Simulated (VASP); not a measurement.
Set up this calculation in VASP 6.6.1, as the native input.

```
Task                   : single point
Functional             : PBE
Potentials or basis    : VASP PAW PBE potentials, release 64 (Pd)
Cutoff                 : 520 eV
k mesh                 : 12 × 12 × 12
Occupations            : fermi-dirac, width 0.08 eV
Spin                   : no spin polarisation
Dipole correction      : no
Further INCAR settings : ALGO = Normal; EDIFF = 1e-07; NBANDS = 17
```

The structure of Pd lies in POSCAR:

```
Pd
1.0
    0.0000000000      2.8960236987      2.8960236987
    2.8960236987      0.0000000000      2.8960236987
    2.8960236987      2.8960236987      0.0000000000
Pd
2
Direct
   -0.1250000000     -0.1250000000     -0.1250000000
    0.1250000000      0.1250000000      0.1250000000
```

This isn't the form of Pd at room conditions, which is fcc.

These files were run (other wordings do the same):

INCAR

```
SYSTEM = Pd
ALGO = Normal
EDIFF = 1E-7
ENCUT = 520
GGA = PE
ISIF = 2
ISMEAR = -1
LASPH = .True.
LCHARG = .False.
LREAL = .False.
LWAVE = .False.
NBANDS = 17
NELM = 60
PREC = Accurate
SIGMA = 0.08
```

KPOINTS

```
k-points
0
Gamma
  12 12 12
  0 0 0
```

Potentials or basis: VASP PAW PBE potentials, release 64 (Pd).

The run is started by

```bash
$ cat potpaw_PBE.64/Pd/POTCAR > POTCAR
$ mpirun -np 1 vasp_std > vasp.out
```

It gave:

```json
{
 "Pressure": "0.3 GPa",
 "Band gap on the k mesh": "zero (bands 10 and 11 overlap by 0.38 eV)"
}
```

It took 56 s on 1 thread of Intel Xeon 8259CL, with other jobs on the host, peak memory 0.2 GiB.
